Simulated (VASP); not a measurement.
Runs of VASP 6.6.1 on TiO2. The structure is that of space group I4_1/amd (No. 141), or close to it. The cells are those of the table. 

| task | spin | cell | k mesh | cutoff (eV) | smearing | gap on the mesh (eV) | pressure (GPa) | largest force (eV/Å) |
| --- | --- | --- | --- | --- | --- | --- | --- | --- |
| relaxation of cell and atoms | off | relaxed from a = 3.827, b = 3.827, c = 5.472 Å, angles 109.9, 109.9, 90.0°, 6 atoms | 6 × 6 × 4 | 600 | gaussian 0.1 eV | 2.09 | 0.0 | 0.02 |
| single point | collinear, ferromagnetic start | a = 3.827, b = 3.827, c = 5.472 Å, angles 109.9, 109.9, 90.0°, 6 atoms | 6 × 6 × 4 | 520 | gaussian 0.1 eV | 1.95 | (b) | 0.31 |
| single point | off | a = 3.812, b = 3.812, c = 5.685 Å, angles 109.6, 109.6, 90.0°, 6 atoms | 8 × 8 × 6 | 520 | gaussian 0.02 eV | 2.10 | (c) | 0.03 |
| single point | off | a = 3.739, b = 3.739, c = 5.417 Å, angles 110.2, 110.2, 90.0°, 6 atoms | 6 × 6 × 4 | 520 | gaussian 0.1 eV | (a) | 1.3 | 0.03 |

Alike in all rows: level LDA; potentials or basis VASP PAW LDA potentials, release 64 (Ti_sv, O).

Question: Fill in the values left out.

Answer: (a) 2.11; (b) -11.9; (c) -15.1.

Caveats: the relaxation stopped at a loose force limit of 0.05 eV/Å, so its end isn't a converged minimum (some runs).

A k mesh can miss the band edges.
